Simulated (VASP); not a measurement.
# Rh in VASP: a series of runs

Runs on Rh. Level: PBE. Tasks: single point.

Program: VASP 6.6.1. These are calculated values, not measurements. Logs are shortened: lines on timing, memory, paths and dates and some standing lists are left out, and cuts for length are marked.

**1. The cell of the first run**

The cell holds a slab with vacuum, 2 atoms: a = 2.659 Å, b = 2.659 Å, c = 18.171 Å, α = 90.00°, β = 90.00°, γ = 109.47°.

**2. Single point, PBE**

The input, INCAR:

```
SYSTEM = Rh
PREC = Accurate ; ENCUT = 520
EDIFF = 1E-7 ; ISMEAR = -1
SIGMA = 0.05 ; LREAL = .False.
LASPH = .True. ; NELM = 60
ALGO = Normal ; ISIF = 2
LWAVE = .False. ; LCHARG = .False.
LDIPOL = .True. ; IDIPOL = 3
DIPOL = 0.5 0.5 0.500 ; GGA = PE
NBANDS = 22
```

The input, KPOINTS:

```
Automatic mesh
0
Gamma
  13 13 1
  0 0 0
```

The input, POSCAR:

```
Rh
1.0
    2.6588071601      0.0000000000      0.0000000000
   -0.8862690534      2.5067474304      0.0000000000
    0.0000000000      0.0000000000     18.1709000000
Rh
2
Direct
    0.2500000000      0.2500000000      0.4402641874
    0.7500000000      0.7500000000      0.5597358126
```

Potentials or basis: VASP PAW PBE potentials, release 64 (Rh_pv).

On the command line:

```sh
> cat potpaw_PBE.64/Rh_pv/POTCAR > POTCAR
> mpirun -np 1 vasp_std > vasp.out
```

OUTCAR:

```text
SYSTEM = Rh
   PREC = Accurate
   ENCUT = 520
   EDIFF = 1E-7
   ISMEAR = -1
   LREAL = .False.
   LASPH = .True.
   NELM = 60
   ISIF = 2
   GGA = PE

 ion  position               nearest neighbor table
   1  0.250  0.250  0.440-   2 2.66   2 2.66   2 3.07   2 3.07
   2  0.750  0.750  0.560-   1 2.66   1 2.66   1 3.07   1 3.07

  LATTYP: Found a base centered orthorhombic cell.
 ALAT       =     3.0701260592
 B/A-ratio  =     1.4142135624
 C/A-ratio  =     5.9186169068

  Lattice vectors:

 A1 = (   2.6588071601,   0.0000000000,   0.0000000000)
 A2 = (  -0.8862690534,   2.5067474304,   0.0000000000)
 A3 = (   0.0000000000,   0.0000000000,  18.1709000000)

Analysis of symmetry for initial positions (statically):
=====================================================================
 Subroutine PRICEL returns:
 Original cell was already a primitive cell.

 Routine SETGRP: Setting up the symmetry group for a
 base centered orthorhombic supercell.

 Subroutine GETGRP returns: Found  8 space group operations
 (whereof  4 operations were pure point group operations)
 out of a pool of  8 trial point group operations.

The static configuration has the point symmetry C_2h.
 The point group associated with its full space group is D_2h.

Analysis of symmetry for dynamics (positions and initial velocities):
=====================================================================
 Subroutine PRICEL returns:
 Original cell was already a primitive cell.

 Routine SETGRP: Setting up the symmetry group for a
 base centered orthorhombic supercell.

 Subroutine GETGRP returns: Found  8 space group operations
 (whereof  4 operations were pure point group operations)
 out of a pool of  8 trial point group operations.

The dynamic configuration has the point symmetry C_2h.
 The point group associated with its full space group is D_2h.

 Subroutine INISYM returns: Found  8 space group operations
 (whereof  4 operations are pure point group operations),
 and found     1 'primitive' translations

----------------------------------------------------------------------------------------

                                     Primitive cell

  volume of cell :     121.1083

  direct lattice vectors                    reciprocal lattice vectors
     2.658807160  0.000000000  0.000000000     0.376108510  0.132974439  0.000000000
    -0.886269053  2.506747430  0.000000000     0.000000000  0.398923317  0.000000000
     0.000000000  0.000000000 18.170900000     0.000000000  0.000000000  0.055033047

  length of vectors
     2.658807160  2.658807160 18.170900000     0.398923317  0.398923317  0.055033047

  position of ions in fractional coordinates (direct lattice)
     0.250000000  0.250000000  0.440264187
     0.750000000  0.750000000  0.559735813

  ion indices of the primitive-cell ions
   primitive index   ion index
                 1           1
                 2           2

----------------------------------------------------------------------------------------

 KPOINTS: Automatic mesh

Automatic generation of k-mesh.
 Grid dimensions read from file:
 generate k-points for:   13   13    1

 Generating k-lattice:

  Cartesian coordinates                     Fractional coordinates (reciprocal lattice)
     0.028931424  0.010228803  0.000000000     0.076923077  0.000000000  0.000000000
     0.000000000  0.030686409  0.000000000     0.000000000  0.076923077  0.000000000
     0.000000000  0.000000000  0.055033047     0.000000000  0.000000000  1.000000000

  Length of vectors
     0.030686409  0.030686409  0.055033047

  Shift w.r.t. Gamma in fractional coordinates (k-lattice)
     0.000000000  0.000000000  0.000000000

 Subroutine IBZKPT returns following result:
 ===========================================

 Found     49 irreducible k-points:

 Following reciprocal coordinates:
            Coordinates               Weight
  0.000000  0.000000  0.000000      1.000000
  0.076923 -0.000000  0.000000      4.000000
  0.153846  0.000000  0.000000      4.000000
  0.230769  0.000000  0.000000      4.000000
  0.307692  0.000000  0.000000      4.000000
  0.384615 -0.000000  0.000000      4.000000
[... 16 lines left out ...]
  0.384615  0.153846  0.000000      4.000000
  0.461538  0.153846  0.000000      4.000000
 [... further k-points ...]
   k-points           NKPTS =     49   k-points in BZ     NKDIM =     49   number of bands    NBANDS=     22
   number of dos      NEDOS =    301   number of ions     NIONS =      2
   total plane-waves  NPLWV =  56000
   dimension x,y,z NGX =    20 NGY =   20 NGZ =  140
   dimension x,y,z NGXF=    40 NGYF=   40 NGZF=  280
   ions per type =               2
   NGX,Y,Z   is equivalent  to a cutoff of  12.51, 12.51, 12.81 a.u.
   NGXF,Y,Z  is equivalent  to a cutoff of  25.01, 25.01, 25.62 a.u.
 SYSTEM =  Rh
   PREC   = accura    normal or accurate (medium, high low for compatibility)
   ISTART =      0    job   : 0-new  1-cont  2-samecut
   ICHARG =      2    charge: 1-file 2-atom 10-const
   ISPIN  =      1    spin polarized calculation?
   LNONCOLLINEAR =      F non collinear calculations
   LSORBIT =      F    spin-orbit coupling
   LASPH  =      T    aspherical Exc in radial PAW
   ENCUT  =  520.0 eV  38.22 Ry    6.18 a.u.   4.94  4.94 33.79*2*pi/ulx,y,z
   NELM   =     60;   NELMIN=  2; NELMDL= -5     # of ELM steps
   EDIFF  = 0.1E-06   stopping-criterion for ELM
   LREAL  =      F    real-space projection
   EDIFFG = 0.1E-05   stopping-criterion for IOM
   NSW    =      0    number of steps for IOM
   IBRION =     -1    ionic relax: 0-MD 1-quasi-New 2-CG
   NFREE  =      0    steps in history (QN), initial steepest desc. (CG)
   ISIF   =      2    stress and relaxation
   ISYM   =      2    0-nonsym 1-usesym 2-fastsym
   POTIM  = 0.5000    time-step for ionic-motion
   TEBEG  =    0.0;   TEEND  =   0.0 temperature during run
   PSTRESS=    0.0 pullay stress
   NELECT =      30.0000    total number of electrons
   NUPDOWN=      -1.0000    fix difference up-down
   EMIN   =  10.00;   EMAX   =-10.00  energy-range for DOS
   EFERMI =   0.00;   METHOD = LEGACY
   ISMEAR =    -1;   SIGMA  =   0.05  broadening in eV -4-tet -1-fermi 0-gaus
   EFERMI_NEDOS =   21; number of points for ismear=-14 and -15
   IALGO  =     38    algorithm
   IMIX   =      4    mixing-type and parameters
     AMIX     =   0.40;   BMIX     =  1.00
     AMIX_MAG =   1.60;   BMIX_MAG =  1.00
  volume/ion in A,a.u.               =      60.55       408.64
  Fermi-wavevector in a.u.,A,eV,Ry     =   1.028152  1.942925 14.382670  1.057096
  Thomas-Fermi vector in A             =   2.162134
   LORBIT       =      0    0 simple, 1 ext, 2 COOP (PROOUT), +10 PAW based schemes
   GGA     = PE    functional components
   LHFCALC =     F    Hartree Fock is set to
   AEXX    =    0.0000 exact exchange contribution
   IVDW    =     0    specifies the selected vdW correction
   LEPSILON=     F    determine dielectric tensor
   LRPA    =     F    only Hartree local field effects (RPA)
 non-spin polarized calculation
  energy-cutoff  :      520.00
  volume of cell :      121.11
 maximum number of plane-waves:      3302
   NGX =  9   NGY =  9   NGZ = 67

 dipolmoment           0.000000      0.000000     -0.000000 electrons x Angstroem

 number of electron      29.9999991 magnetization

 dipolmoment           0.000000      0.000000      0.000000 electrons x Angstroem

 Free energy of the ion-electron system (eV)
  ---------------------------------------------------
  ext. energy  EPLUGINS =         0.00000000
  ---------------------------------------------------
  free energy    TOTEN  =       -12.28564258 eV

  energy without entropy =      -12.23051992  energy(sigma->0) =      -12.25808125

 E-fermi :  -1.2949     XC(G=0):  -4.3074

 val. band max:       -1.3038023121   @ k =   0.4615   0.1538   0.0000
 cond. band min:      -1.2939977647   @ k =   0.2308   0.2308   0.0000
 fundamental gap:      0.0098045474
 Fermi energy:        -1.2948531256

 k-point     1 :       0.0000    0.0000    0.0000
  band No.  band energies     occupation
      1     -47.4515      2.00000
      2     -47.2402      2.00000
      3     -47.1377      2.00000
      4     -47.1347      2.00000
      5     -47.0890      2.00000
      6     -47.0887      2.00000
[... 14 lines left out ...]
     21       3.7803      0.00000
     22       5.1229      0.00000

 k-point     2 :       0.0769   -0.0000    0.0000
  band No.  band energies     occupation
      1     -47.4467      2.00000
      2     -47.2579      2.00000
      3     -47.1493      2.00000
      4     -47.1337      2.00000
      5     -47.1026      2.00000
      6     -47.1008      2.00000
[... 14 lines left out ...]
     21       3.9164      0.00000
     22       5.2866      0.00000

 k-point     3 :       0.1538    0.0000    0.0000
  band No.  band energies     occupation
      1     -47.4357      2.00000
      2     -47.3114      2.00000
      3     -47.2074      2.00000
      4     -47.1342      2.00000
      5     -47.1246      2.00000
      6     -47.1126      2.00000
[... 14 lines left out ...]
     21       4.3602      0.00000
     22       5.7742      0.00000
[... 476 lines left out ...]
 k-point    23 :       0.3846    0.1538    0.0000
  band No.  band energies     occupation
      1     -47.5649      2.00000
      2     -47.5627      2.00000
      3     -47.2973      2.00000
      4     -47.2810      2.00000
      5     -47.1674      2.00000
      6     -47.1665      2.00000
[... 14 lines left out ...]
     21       8.3435      0.00000
     22       8.6009      0.00000

 k-point    24 :       0.4615    0.1538    0.0000
  band No.  band energies     occupation
      1     -47.5988      2.00000
      2     -47.5982      2.00000
      3     -47.3036      2.00000
      4     -47.2675      2.00000
      5     -47.1797      2.00000
      6     -47.1483      2.00000
[... 14 lines left out ...]
     21       8.7650      0.00000
     22       9.1143      0.00000

 [... further k-points ...]

------------------------ aborting loop because EDIFF is reached ----------------------------------------

 vacuum level on the upper side and lower side of the slab       (xc-potential included)        -0.098        -0.098

  FORCE on cell =-STRESS in cart. coord.  units (eV):
  Direction    XX          YY          ZZ          XY          YZ          ZX
  --------------------------------------------------------------------------------------
  -------------------------------------------------------------------------------------
  Total       -2.5065278     -3.5762617     -1.3999499     -1.5128322      0.0000000      0.0000000
  in kB      -33.1595983    -47.3114241    -18.5203517    -20.0137040      0.0000000      0.0000000
  external PRESSURE =     -32.9971247 kB  Pullay stress =       0.0000000 kB

 VOLUME and BASIS-vectors are now :
 -----------------------------------------------------------------------------
  energy-cutoff  :      520.00
  volume of cell :      121.11
      direct lattice vectors                 reciprocal lattice vectors
     2.658807160  0.000000000  0.000000000     0.376108510  0.132974439  0.000000000
    -0.886269053  2.506747430  0.000000000     0.000000000  0.398923317  0.000000000
     0.000000000  0.000000000 18.170900000     0.000000000  0.000000000  0.055033047

 POSITION                                       TOTAL-FORCE (eV/Angst)
 -----------------------------------------------------------------------------------
      0.44313      0.62669      8.00000        -0.000000      0.000000      0.637966
      1.32940      1.88006     10.17090         0.000000     -0.000000     -0.637966
 -----------------------------------------------------------------------------------
    total drift:                               -0.000000      0.000000      0.000000

  FREE ENERGIE OF THE ION-ELECTRON SYSTEM (eV)
  ---------------------------------------------------
  free  energy   TOTEN  =       -12.2856425788 eV

  energy  without entropy=      -12.2305199175  energy(sigma->0) =      -12.25808125

 vacuum level on the upper side and lower side of the slab         3.784         3.784
```

Wall time 79 s (1 thread of Intel Xeon 6975P-C (Granite Rapids), shared host); peak memory 0.28 GiB.

Results:

* Free energy: -12.2856 eV
* Largest force: 0.638 eV/Å
* Band gap on the k mesh: zero (band 15 reaches -0.06 eV, above the bottom of band 16 at -2.21 eV)

Forces in eV/Å, atoms in the order of the input:
```
Rh   0.000  0.000  0.638
Rh   0.000  0.000 -0.638
```

Levels at points of the mesh, in eV from the Fermi level:
| k point | band 12 | band 13 | band 14 | band 15 | band 16 | band 17 | band 18 | band 19 |
| --- | --- | --- | --- | --- | --- | --- | --- | --- |
| (0.00, 0.00, 0.00) | -1.48 | -0.79 | -0.52 | -0.34 | -0.06 | 0.11 | 0.66 | 1.45 |

**3. Single point, PBE**

The input, INCAR:

```
ALGO = Normal
DIPOL = 0.5 0.5 0.500
EDIFF = 1E-7
ENCUT = 520
GGA = PE
IDIPOL = 3
ISIF = 2
ISMEAR = -1
LASPH = True
LCHARG = False
LDIPOL = True
LREAL = False
LWAVE = False
NBANDS = 22
NELM = 80
PREC = Accurate
SIGMA = 0.05
```

The input, KPOINTS:

```
k-points
0
Gamma
  13 13 1
```

The input, POSCAR:

```
Rh
1.0
    2.6588071601      0.0000000000      0.0000000000
   -0.8862690534      2.5067474304      0.0000000000
    0.0000000000      0.0000000000     18.1709000000
Rh
2
Direct
    0.2500000000      0.2500000000      0.4435143558
    0.7500000000      0.7500000000      0.5564856442
```

Potentials or basis: VASP PAW PBE potentials, release 64 (Rh_pv).

On the command line:

```sh
> cat potpaw_PBE.64/Rh_pv/POTCAR > POTCAR
> mpirun -np 1 vasp_std > vasp.out
```

Run time: 73 s. Hardware: 1 thread of Intel Xeon 6975P-C (Granite Rapids), shared host; peak memory 0.27 GiB.

Results (log left out):

* Free energy: -12.3265 eV
* Largest force: 0.005 eV/Å
* Band gap on the k mesh: zero (band 15 reaches -0.15 eV, above the bottom of band 16 at -2.09 eV)

Forces in eV/Å, atoms in the order of the input:
```
Rh   0.000  0.000 -0.005
Rh   0.000  0.000  0.005
```

Levels at points of the mesh, in eV from the Fermi level:
```
           k point  band 13  band 14  band 15  band 16  band 17  band 18
(0.00, 0.00, 0.00)    -0.88    -0.55    -0.31    -0.17     0.00     0.80
```

**4. Single point, PBE**

The input, INCAR:

```
SYSTEM = Rh
PREC = Accurate
ENCUT = 520
EDIFF = 1E-6
ISMEAR = -1
SIGMA = 0.05
LREAL = .FALSE.
LASPH = .TRUE.
NELM = 100
ALGO = Normal
ISIF = 2
LWAVE = .FALSE.
LCHARG = .TRUE.
LDIPOL = .TRUE.
IDIPOL = 3
DIPOL = 0.5 0.5 0.500
GGA = PE
LELF = .TRUE.
LVHAR = .TRUE.
LVACPOTAV = .TRUE.
NBANDS = 22
```

The input, KPOINTS:

```
regular mesh
0
G
  13 13 1
  0 0 0
```

POSCAR is that of step 3.

Potentials or basis: VASP PAW PBE potentials, release 64 (Rh_pv).

On the command line:

```sh
> cat potpaw_PBE.64/Rh_pv/POTCAR > POTCAR
> mpirun -np 1 vasp_std > vasp.out
```

OUTCAR:

```text
SYSTEM = Rh
   PREC = Accurate
   ENCUT = 520
   EDIFF = 1E-6
   ISMEAR = -1
   LREAL = .FALSE.
   LASPH = .TRUE.
   NELM = 100
   ISIF = 2
   GGA = PE

 ion  position               nearest neighbor table
   1  0.250  0.250  0.444-   2 2.56   2 2.56   2 2.99   2 2.99
   2  0.750  0.750  0.556-   1 2.56   1 2.56   1 2.99   1 2.99

  LATTYP: Found a base centered orthorhombic cell.
 ALAT       =     3.0701260592
 B/A-ratio  =     1.4142135624
 C/A-ratio  =     5.9186169068

  Lattice vectors:

[... 791 lines left out ...]

  FORCE on cell =-STRESS in cart. coord.  units (eV):
  Direction    XX          YY          ZZ          XY          YZ          ZX
  --------------------------------------------------------------------------------------
  -------------------------------------------------------------------------------------
  Total       -1.6003650     -2.3232803     -0.0043020     -1.0223565      0.0000000     -0.0000000
  in kB      -21.1717026    -30.7353621     -0.0569127    -13.5250570      0.0000000     -0.0000000
  external PRESSURE =     -17.3213258 kB  Pullay stress =       0.0000000 kB

 VOLUME and BASIS-vectors are now :
 -----------------------------------------------------------------------------
  energy-cutoff  :      520.00
  volume of cell :      121.11
      direct lattice vectors                 reciprocal lattice vectors
     2.658807160  0.000000000  0.000000000     0.376108510  0.132974439  0.000000000
    -0.886269053  2.506747430  0.000000000     0.000000000  0.398923317  0.000000000
     0.000000000  0.000000000 18.170900000     0.000000000  0.000000000  0.055033047

 POSITION                                       TOTAL-FORCE (eV/Angst)
 -----------------------------------------------------------------------------------
      0.44313      0.62669      8.05906         0.000000     -0.000000     -0.005109
      1.32940      1.88006     10.11184        -0.000000      0.000000      0.005109
 -----------------------------------------------------------------------------------
    total drift:                               -0.000000      0.000000      0.000000

  FREE ENERGIE OF THE ION-ELECTRON SYSTEM (eV)
  ---------------------------------------------------
  free  energy   TOTEN  =       -12.3265332334 eV

  energy  without entropy=      -12.2824607852  energy(sigma->0) =      -12.30449701

 vacuum level on the upper side and lower side of the slab         3.865         3.865
```

OSZICAR:

```text
N       E                     dE             d eps       ncg     rms          rms(c)
DAV:   1     0.225780256555E+03    0.22578E+03   -0.18476E+04  2708   0.120E+03
DAV:   2    -0.804326653803E+01   -0.23382E+03   -0.22486E+03  2430   0.332E+02
DAV:   3    -0.130659566153E+02   -0.50227E+01   -0.48701E+01  2528   0.540E+01
[... 13 lines left out ...]
DAV:  17    -0.123265145402E+02   -0.40965E-04   -0.29714E-06  1750   0.478E-03    0.112E-03
DAV:  18    -0.123265295734E+02   -0.15033E-04   -0.89561E-07  1576   0.261E-03    0.234E-04
DAV:  19    -0.123265318177E+02   -0.22443E-05   -0.79250E-08  1496   0.819E-04    0.986E-05
DAV:  20    -0.123265329823E+02   -0.11646E-05   -0.89688E-08  1442   0.501E-04    0.555E-05
DAV:  21    -0.123265332334E+02   -0.25114E-06   -0.24568E-08  1432   0.312E-04
   1 F= -.12326533E+02 E0= -.12304497E+02  d E =-.440724E-01
```

Wall time 78 s (1 thread of Intel Xeon 6975P-C (Granite Rapids), shared host); peak memory 0.28 GiB.

Results:

```yaml
Free_energy: -12.3265 eV
Largest_force: 0.005 eV/Å
Band_gap_on_the_k_mesh: zero (band 15 reaches -0.15 eV, above the bottom of band 16 at -2.09 eV)
```

Forces in eV/Å, atoms in the order of the input:
```
Rh   0.000  0.000 -0.005
Rh   0.000  0.000  0.005
```

Levels at points of the mesh, in eV from the Fermi level:
```csv
k point,band 12,band 13,band 14,band 15,band 16,band 17,band 18,band 19
"(0.00, 0.00, 0.00)",-1.92,-0.88,-0.55,-0.31,-0.17,0.00,0.80,1.56
```
